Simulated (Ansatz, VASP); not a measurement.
# One calculation of Al2Co, two programs

```
Al Co
1.0
     2.64581    0.00000    0.00000
    -1.32291    2.29134    0.00000
     0.00000    0.00000    7.80065
Al Co
2 1
Direct
  0.00000 0.00000 0.18134
  0.00000 0.00000 0.81866
  0.00000 0.00000 0.50000
```

Alike in both runs: functional PBE; k mesh 6 × 6 × 4; occupations gaussian, width 0.1 eV; collinear spin.

Ansatz relaxed the structure, and its values are those at the end. VASP's run is a single point on that final structure, the one shown.

```csv
,VASP,Ansatz
version,VASP 6.6.1,Ansatz 0.2.0
potentials or method,"VASP PAW PBE potentials, release 64 (Al, Co_sv), cutoff 600 eV","scalar-relativistic, plane waves, PAW"
valence electrons in the cell,23,23
```

VASP gave:

* gap on the k mesh at the Fermi level (eV): none
* pressure (GPa): -0.7
* net moment per atom (μB): 0.55
* size of the moment on the site where the two differ most (μB): 1.52

**Question.** Which values does Ansatz return?

**Answer.** gap on the k mesh at the Fermi level (eV): none; pressure (GPa): 0.0; net moment per atom (μB): 0.55; size of the moment on the site where the two differ most (μB): 1.54.

Site moments also hang on the region over which each program counts them. A gap of «none» marks a metal or a gap that the smearing closes.

The k mesh is coarse, so the values compare programs but aren't converged.
